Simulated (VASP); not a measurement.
Write the native input for VASP 6.6.1 that does the following.

- Task: single point
- Functional: r2SCAN
- Potentials or basis: VASP PAW PBE potentials, release 64 (Zn, S)
- Cutoff: 550 eV
- k mesh: 6 × 6 × 4
- Occupations: gaussian, width 0.01 eV
- Spin: no spin polarisation
- Dipole correction: no
- Further INCAR settings: ALGO = Normal; EDIFF = 1e-06; NBANDS = 26

The system is ZnS (Wurtzite-2H).

```
Zn S
1.0
     3.84311    0.00000    0.00000
    -1.92155    3.32823    0.00000
     0.00000    0.00000    6.30584
Zn S
2 2
Direct
  0.33333 0.66667 0.00534
  0.66667 0.33333 0.50534
  0.33333 0.66667 0.37966
  0.66667 0.33333 0.87966
```

This cell differs from its parent crystal: volume changed by +3%.

These files were run (other wordings do the same):

POSCAR

```
ZnS
1.0
    3.8431079828      0.0000000000      0.0000000000
   -1.9215539914      3.3282291426      0.0000000000
    0.0000000000      0.0000000000      6.3058434841
Zn S
2 2
Direct
    0.3333333333      0.6666666667      0.0053397641
    0.6666666667      0.3333333333      0.5053397641
    0.3333333333      0.6666666667      0.3796602359
    0.6666666667      0.3333333333      0.8796602359
```

INCAR.step1

```
  PREC = Accurate
  ENCUT = 550
  ISMEAR = 0
  SIGMA = 0.01
  LREAL = False
  LASPH = True
  NELM = 120
  NBANDS = 26
  GGA = PE
  ALGO = Normal
  EDIFF = 1E-5
  LWAVE = True
  LCHARG = False
  GGA_COMPAT = False
```

INCAR.step2

```
  PREC = Accurate
  ENCUT = 550
  EDIFF = 1E-6
  ISMEAR = 0
  SIGMA = 0.01
  LREAL = False
  LASPH = True
  NELM = 120
  ALGO = Normal
  ISIF = 2
  LWAVE = False
  LCHARG = False
  METAGGA = R2SCAN
  LMIXTAU = True
  NBANDS = 26
  ISTART = 1
  GGA_COMPAT = False
```

KPOINTS

```
regular mesh
0
Gamma
  6 6 4
```

Potentials or basis: VASP PAW PBE potentials, release 64 (Zn, S).

Command:

```sh
$ cat potpaw_PBE.64/Zn/POTCAR potpaw_PBE.64/S/POTCAR > POTCAR
$ cp INCAR.step1 INCAR
$ mpirun -np 1 vasp_std > vasp.out
$ cp INCAR.step2 INCAR
$ mpirun -np 1 vasp_std > vasp.out
```

It gave:

The pressure is -2.1 GPa, the largest force is 0.011 eV/Å and the band gap on the k mesh is 2.65 eV, direct.

Caveat: the PAW data sets were made with another functional, which shifts forces and pressure a little.

Run time: 120 s on 1 thread of Intel(R) Xeon(R) Platinum 8488C (Sapphire Rapids), with other jobs on the host, peak memory 0.22 GiB.
